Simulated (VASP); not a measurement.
# Mg (P6_3/mmc) in VASP: notebook

The runs below take Mg through single point, with revPBE.

All numbers are computed with VASP 6.6.1; they aren't measurements. Logs are shortened: lines on timing, memory, paths and dates and some standing lists are left out, and cuts for length are marked.

### 1 The cell of the first run

It takes space group P6_3/mmc (No. 194, hexagonal). The conventional cell has a = 3.349 Å, b = 3.349 Å, c = 10.896 Å, α = 90.00°, β = 90.00°, γ = 120.00°. Mg (site symmetry -3m) has 12 Mg at 3.34 to 3.35 Å within 4.4 Å. Mg (site symmetry -6m2) has 12 Mg at 3.34 to 3.35 Å within 4.4 Å.

### 2 Single point, revPBE (volume scaled by 1.12)

INCAR

```
ALGO     = Normal         # electronic algorithm
EDIFF    = 1E-6           # SCF threshold, eV
ENCUT    = 520            # plane-wave cutoff, eV
GGA      = RE             # functional
ISIF     = 2              # what is computed and relaxed
ISMEAR   = -1             # smearing method
LASPH    = T              # aspherical terms in the spheres
LCHARG   = F              # write CHGCAR
LREAL    = F              # projectors in reciprocal space
LWAVE    = F              # write WAVECAR
NBANDS   = 12             # bands
NELM     = 100            # most SCF steps
PREC     = Accurate       # precision mode
SIGMA    = 0.1            # smearing width, eV
```

KPOINTS

```
k-points
0
Gamma
  13 13 4
```

POSCAR

```
Mg
1.0
    3.3493655544      0.0000000000      0.0000000000
   -1.6746827772      2.9006356567      0.0000000000
    0.0000000000      0.0000000000     10.8955239253
Mg
4
Direct
    1.0000000000      0.0000000000      1.0000000000
    1.0000000000      1.0000000000      0.5000000000
    0.3333333333      0.6666666667      0.2500000000
    0.6666666667      0.3333333333      0.7500000000
```

Potentials or basis: VASP PAW PBE potentials, release 64 (Mg).

Command:

```
cat potpaw_PBE.64/Mg/POTCAR > POTCAR
mpirun -np 1 vasp_std > vasp.out
```

OUTCAR:

```text
EDIFF = 1E-6
   ENCUT = 520
   GGA = RE
   ISIF = 2
   ISMEAR = -1
   LASPH = T
   LREAL = F
   NELM = 100
   PREC = Accurate

 ion  position               nearest neighbor table
   1  0.000  0.000  0.000-   3 3.34   4 3.34   4 3.34   3 3.34   4 3.34   3 3.34
   2  0.000  0.000  0.500-   3 3.34   4 3.34   4 3.34   3 3.34   4 3.34   3 3.34
   3  0.333  0.667  0.250-   1 3.34   2 3.34   1 3.34   2 3.34   1 3.34   2 3.34
   4  0.667  0.333  0.750-   1 3.34   2 3.34   1 3.34   2 3.34   1 3.34   2 3.34

  LATTYP: Found a hexagonal cell.
 ALAT       =     3.3493655544
 C/A-ratio  =     3.2530112788

  Lattice vectors:

 A1 = (   3.3493655544,   0.0000000000,   0.0000000000)
 A2 = (  -1.6746827772,   2.9006356567,   0.0000000000)
 A3 = (   0.0000000000,   0.0000000000,  10.8955239253)

Analysis of symmetry for initial positions (statically):
=====================================================================
 Subroutine PRICEL returns:
 Original cell was already a primitive cell.

 Routine SETGRP: Setting up the symmetry group for a
 hexagonal supercell.

 Subroutine GETGRP returns: Found 24 space group operations
 (whereof 12 operations were pure point group operations)
 out of a pool of 24 trial point group operations.

The static configuration has the point symmetry D_3d.
 The point group associated with its full space group is D_6h.

Analysis of symmetry for dynamics (positions and initial velocities):
=====================================================================
 Subroutine PRICEL returns:
 Original cell was already a primitive cell.

 Routine SETGRP: Setting up the symmetry group for a
 hexagonal supercell.

 Subroutine GETGRP returns: Found 24 space group operations
 (whereof 12 operations were pure point group operations)
 out of a pool of 24 trial point group operations.

The dynamic configuration has the point symmetry D_3d.
 The point group associated with its full space group is D_6h.

 Subroutine INISYM returns: Found 24 space group operations
 (whereof 12 operations are pure point group operations),
 and found     1 'primitive' translations

----------------------------------------------------------------------------------------

                                     Primitive cell

  volume of cell :     105.8532

  direct lattice vectors                    reciprocal lattice vectors
     3.349365554  0.000000000  0.000000000     0.298564007  0.172376010  0.000000000
    -1.674682777  2.900635657  0.000000000     0.000000000  0.344752019  0.000000000
     0.000000000  0.000000000 10.895523925     0.000000000  0.000000000  0.091780809

  length of vectors
     3.349365554  3.349365554 10.895523925     0.344752019  0.344752019  0.091780809

  position of ions in fractional coordinates (direct lattice)
     0.000000000  0.000000000  0.000000000
     0.000000000  0.000000000  0.500000000
     0.333333333  0.666666667  0.250000000
     0.666666667  0.333333333  0.750000000

  ion indices of the primitive-cell ions
   primitive index   ion index
                 1           1
                 2           2
                 3           3
                 4           4

----------------------------------------------------------------------------------------

 KPOINTS: k-points

Automatic generation of k-mesh.
 Grid dimensions read from file:
 generate k-points for:   13   13    4

 Generating k-lattice:

  Cartesian coordinates                     Fractional coordinates (reciprocal lattice)
     0.022966462  0.013259693  0.000000000     0.076923077  0.000000000  0.000000000
     0.000000000  0.026519386  0.000000000     0.000000000  0.076923077  0.000000000
     0.000000000  0.000000000  0.022945202     0.000000000  0.000000000  0.250000000

  Length of vectors
     0.026519386  0.026519386  0.022945202

  Shift w.r.t. Gamma in fractional coordinates (k-lattice)
     0.000000000  0.000000000  0.000000000

 Subroutine IBZKPT returns following result:
 ===========================================

 Found     63 irreducible k-points:

 Following reciprocal coordinates:
            Coordinates               Weight
  0.000000  0.000000  0.000000      1.000000
  0.076923  0.000000  0.000000      6.000000
  0.153846  0.000000  0.000000      6.000000
  0.230769  0.000000  0.000000      6.000000
  0.307692  0.000000  0.000000      6.000000
  0.384615 -0.000000  0.000000      6.000000
[... 16 lines left out ...]
  0.076923  0.000000  0.250000     12.000000
  0.153846  0.000000  0.250000     12.000000
 [... further k-points ...]
   k-points           NKPTS =     63   k-points in BZ     NKDIM =     63   number of bands    NBANDS=     12
   number of dos      NEDOS =    301   number of ions     NIONS =      4
   total plane-waves  NPLWV =  65856
   dimension x,y,z NGX =    28 NGY =   28 NGZ =   84
   dimension x,y,z NGXF=    56 NGYF=   56 NGZF=  168
   ions per type =               4
   NGX,Y,Z   is equivalent  to a cutoff of  13.90, 13.90, 12.82 a.u.
   NGXF,Y,Z  is equivalent  to a cutoff of  27.80, 27.80, 25.63 a.u.
 SYSTEM =  unknown system
   PREC   = accura    normal or accurate (medium, high low for compatibility)
   ISTART =      0    job   : 0-new  1-cont  2-samecut
   ICHARG =      2    charge: 1-file 2-atom 10-const
   ISPIN  =      1    spin polarized calculation?
   LNONCOLLINEAR =      F non collinear calculations
   LSORBIT =      F    spin-orbit coupling
   LASPH  =      T    aspherical Exc in radial PAW
   ENCUT  =  520.0 eV  38.22 Ry    6.18 a.u.   6.23  6.23 20.26*2*pi/ulx,y,z
   NELM   =    100;   NELMIN=  2; NELMDL= -5     # of ELM steps
   EDIFF  = 0.1E-05   stopping-criterion for ELM
   LREAL  =      F    real-space projection
   EDIFFG = 0.1E-04   stopping-criterion for IOM
   NSW    =      0    number of steps for IOM
   IBRION =     -1    ionic relax: 0-MD 1-quasi-New 2-CG
   NFREE  =      0    steps in history (QN), initial steepest desc. (CG)
   ISIF   =      2    stress and relaxation
   ISYM   =      2    0-nonsym 1-usesym 2-fastsym
   POTIM  = 0.5000    time-step for ionic-motion
   TEBEG  =    0.0;   TEEND  =   0.0 temperature during run
   PSTRESS=    0.0 pullay stress
   NELECT =       8.0000    total number of electrons
   NUPDOWN=      -1.0000    fix difference up-down
   EMIN   =  10.00;   EMAX   =-10.00  energy-range for DOS
   EFERMI =   0.00;   METHOD = LEGACY
   ISMEAR =    -1;   SIGMA  =   0.10  broadening in eV -4-tet -1-fermi 0-gaus
   EFERMI_NEDOS =   21; number of points for ismear=-14 and -15
   IALGO  =     38    algorithm
   IMIX   =      4    mixing-type and parameters
     AMIX     =   0.40;   BMIX     =  1.00
     AMIX_MAG =   1.60;   BMIX_MAG =  1.00
  volume/ion in A,a.u.               =      26.46       178.58
  Fermi-wavevector in a.u.,A,eV,Ry     =   0.692155  1.307984  6.518265  0.479079
  Thomas-Fermi vector in A             =   1.774008
   LORBIT       =      0    0 simple, 1 ext, 2 COOP (PROOUT), +10 PAW based schemes
   GGA     = RE    functional components
   LHFCALC =     F    Hartree Fock is set to
   AEXX    =    0.0000 exact exchange contribution
   IVDW    =     0    specifies the selected vdW correction
   LEPSILON=     F    determine dielectric tensor
   LRPA    =     F    only Hartree local field effects (RPA)
 non-spin polarized calculation
  energy-cutoff  :      520.00
  volume of cell :      105.85
 maximum number of plane-waves:      2896
 NGX is ok and might be reduce to    28
   NGX = 13   NGY = 13   NGZ = 41

 number of electron       8.0000000 magnetization

 Free energy of the ion-electron system (eV)
  ---------------------------------------------------
  ext. energy  EPLUGINS =         0.00000000
  ---------------------------------------------------
  free energy    TOTEN  =        -5.31195429 eV

  energy without entropy =       -5.24086706  energy(sigma->0) =       -5.27641067

 E-fermi :   2.0558     XC(G=0):  -7.9874

 val. band max:        2.0512529076   @ k =   0.0769   0.0000   0.2500
 cond. band min:       2.0667367717   @ k =   0.4615   0.0769   0.2500
 fundamental gap:      0.0154838641
 Fermi energy:         2.0557952526

 k-point     1 :       0.0000    0.0000    0.0000
  band No.  band energies     occupation
      1      -4.3219      2.00000
      2      -3.0603      2.00000
      3      -3.0568      2.00000
      4       0.5362      2.00000
      5       0.7760      1.99999
      6       6.6105      0.00000
      7       6.6173      0.00000
      8      12.0938      0.00000
      9      12.0938      0.00000
     10      12.1525      0.00000
     11      12.1525      0.00000
     12      12.9050      0.00000

 k-point     2 :       0.0769    0.0000    0.0000
  band No.  band energies     occupation
      1      -4.2159      2.00000
      2      -2.9555      2.00000
      3      -2.9520      2.00000
      4       0.6345      2.00000
      5       0.8802      1.99998
      6       6.6953      0.00000
      7       6.7062      0.00000
      8      10.2034      0.00000
      9      11.0176      0.00000
     10      11.2229      0.00000
     11      11.2834      0.00000
     12      11.9534      0.00000

 k-point     3 :       0.1538    0.0000    0.0000
  band No.  band energies     occupation
      1      -3.8985      2.00000
      2      -2.6417      2.00000
      3      -2.6381      2.00000
      4       0.9292      1.99997
      5       1.1907      1.99965
      6       6.8947      0.00000
      7       6.9535      0.00000
      8       8.1164      0.00000
      9       9.1055      0.00000
     10       9.1911      0.00000
     11      10.0976      0.00000
     12      10.9727      0.00000

 k-point     4 :       0.2308    0.0000    0.0000
  band No.  band energies     occupation
      1      -3.3716      2.00000
      2      -2.1208      2.00000
      3      -2.1170      2.00000
      4       1.4201      1.99654
      5       1.6983      1.94552
      6       5.8751      0.00000
      7       6.8441      0.00000
      8       7.0612      0.00000
      9       7.5835      0.00000
     10       7.7451      0.00000
     11       9.3631      0.00000
     12       9.8942      0.00000

 k-point     5 :       0.3077    0.0000    0.0000
  band No.  band energies     occupation
      1      -2.6380      2.00000
      2      -1.3961      2.00000
      3      -1.3918      2.00000
      4       2.1054      0.75679
      5       2.3608      0.09047
      6       4.0844      0.00000
      7       5.1776      0.00000
      8       5.2332      0.00000
      9       8.1088      0.00000
     10       8.1763      0.00000
     11       8.5315      0.00000
     12       8.5856      0.00000
[... 228 lines left out ...]
      1       0.6509      2.00000
      2       1.7825      1.87783
      3       1.8187      1.82917
      4       1.9266      1.56881
      5       1.9825      1.35082
      6       2.9248      0.00034
      7       3.0431      0.00010
      8       3.3973      0.00000
      9       3.5488      0.00000
     10       5.2834      0.00000
     11       5.9380      0.00000
     12       6.4853      0.00000

 k-point    22 :       0.0000    0.0000    0.2500
  band No.  band energies     occupation
      1      -4.2425      2.00000
      2      -3.6095      2.00000
      3      -2.3541      2.00000
      4      -0.4982      2.00000
      5       1.9513      1.47945
      6       4.9314      0.00000
      7       8.4098      0.00000
      8      12.1575      0.00000
      9      12.1575      0.00000
     10      12.1582      0.00000
     11      12.2193      0.00000
     12      12.2193      0.00000

 k-point    23 :       0.0769    0.0000    0.2500
  band No.  band energies     occupation
      1      -4.1366      2.00000
      2      -3.5042      2.00000
      3      -2.2500      2.00000
      4      -0.3961      2.00000
      5       2.0513      1.02271
      6       5.0252      0.00000
      7       8.4776      0.00000
      8      10.2754      0.00000
      9      10.7864      0.00000
     10      11.0854      0.00000
     11      11.6266      0.00000
     12      11.7783      0.00000

 k-point    24 :       0.1538    0.0000    0.2500
  band No.  band energies     occupation
      1      -3.8194      2.00000
      2      -3.1888      2.00000
      3      -1.9382      2.00000
      4      -0.0904      2.00000
      5       2.3491      0.10106
      6       5.2978      0.00000
      7       8.0079      0.00000
      8       8.5768      0.00000
      9       8.8974      0.00000
     10       9.7651      0.00000
     11      10.1661      0.00000
     12      10.7142      0.00000

 [... further k-points ...]
[... 5 lines left out ...]
  --------------------------------------------------------------------------------------
  -------------------------------------------------------------------------------------
  Total       -2.1002639     -2.1002639     -2.0412268      0.0000000      0.0000000      0.0000000
  in kB      -31.7892728    -31.7892728    -30.8956961      0.0000000      0.0000000      0.0000000
  external PRESSURE =     -31.4914139 kB  Pullay stress =       0.0000000 kB

 VOLUME and BASIS-vectors are now :
 -----------------------------------------------------------------------------
  energy-cutoff  :      520.00
  volume of cell :      105.85
      direct lattice vectors                 reciprocal lattice vectors
     3.349365554  0.000000000  0.000000000     0.298564007  0.172376010  0.000000000
    -1.674682777  2.900635657  0.000000000     0.000000000  0.344752019  0.000000000
     0.000000000  0.000000000 10.895523925     0.000000000  0.000000000  0.091780809

 POSITION                                       TOTAL-FORCE (eV/Angst)
 -----------------------------------------------------------------------------------
      0.00000      0.00000      0.00000         0.000000      0.000000      0.000000
      0.00000      0.00000      5.44776         0.000000      0.000000      0.000000
     -0.00000      1.93376      2.72388         0.000000      0.000000     -0.000000
      1.67468      0.96688      8.17164        -0.000000      0.000000      0.000000
 -----------------------------------------------------------------------------------
    total drift:                               -0.000000      0.000000     -0.000000

  FREE ENERGIE OF THE ION-ELECTRON SYSTEM (eV)
  ---------------------------------------------------
  free  energy   TOTEN  =        -5.3119542895 eV

  energy  without entropy=       -5.2408670576  energy(sigma->0) =       -5.27641067
```

It took 25 s on 1 thread of Intel Xeon 6975P-C (Granite Rapids), shared host; peak memory 0.27 GiB.

What came out:

```
Free energy            : -5.3120 eV
Pressure               : -3.1 GPa
Band gap on the k mesh : zero (band 4 reaches 3.15 eV, above the bottom of band 5 at 0.78 eV)
```

Stress tensor (GPa, compression positive):
```
-3.18  0.00  0.00
 0.00 -3.18  0.00
 0.00  0.00 -3.09
```

Caveat: the cell differs from its parent crystal (volume scaled by 1.12); the PAW data sets were made with another functional, which shifts forces and pressure a little.

### 3 Single point, revPBE

This run uses another cell than the first one, of 23.63 Å³/atom, 0.893 times its volume.

INCAR

```
PREC     = Accurate       # precision mode
ENCUT    = 520            # plane-wave cutoff, eV
EDIFF    = 1E-6           # SCF threshold, eV
ISMEAR   = -1             # smearing method
SIGMA    = 0.1            # smearing width, eV
LREAL    = False          # projectors in reciprocal space
LASPH    = True           # aspherical terms in the spheres
NELM     = 80             # most SCF steps
ALGO     = Normal         # electronic algorithm
ISIF     = 2              # what is computed and relaxed
LWAVE    = False          # write WAVECAR
LCHARG   = False          # write CHGCAR
GGA      = RE             # functional
NBANDS   = 12             # bands
```

KPOINTS

```
regular mesh
0
Gamma
  15 15 4
```

POSCAR

```
Mg
1.0
    3.2251991901      0.0000000000      0.0000000000
   -1.6125995950      2.7931044309      0.0000000000
    0.0000000000      0.0000000000     10.4916093418
Mg
4
Direct
    1.0000000000      0.0000000000      1.0000000000
    1.0000000000      1.0000000000      0.5000000000
    0.3333333333      0.6666666667      0.2500000000
    0.6666666667      0.3333333333      0.7500000000
```

Potentials or basis: VASP PAW PBE potentials, release 64 (Mg).

Command:

```
cat potpaw_PBE.64/Mg/POTCAR > POTCAR
mpirun -np 1 vasp_std > vasp.out
```

Run time: 21 s. Hardware: 1 thread of Intel Xeon 6975P-C (Granite Rapids), shared host; peak memory 0.23 GiB.

It converged, with:

```
Free energy            : -5.4462 eV
Pressure               : -0.1 GPa
Band gap on the k mesh : zero (band 4 reaches 3.53 eV, above the bottom of band 5 at 1.34 eV)
```

Stress tensor (GPa, compression positive):
```
 0.03  0.00  0.00
 0.00  0.03  0.00
 0.00  0.00 -0.45
```

Levels at points of the mesh, in eV from the Fermi level:
```csv
k point,band 1,band 2,band 3,band 4,band 5,band 6,band 7,band 8
"(0.00, 0.00, 0.00)",-6.80,-5.44,-5.44,-1.66,-1.23,4.92,4.93,10.82
"(0.00, 0.00, 0.50)",-6.46,-6.46,-3.77,-3.77,1.47,1.47,8.84,8.84
```

Caveat: the PAW data sets were made with another functional, which shifts forces and pressure a little.
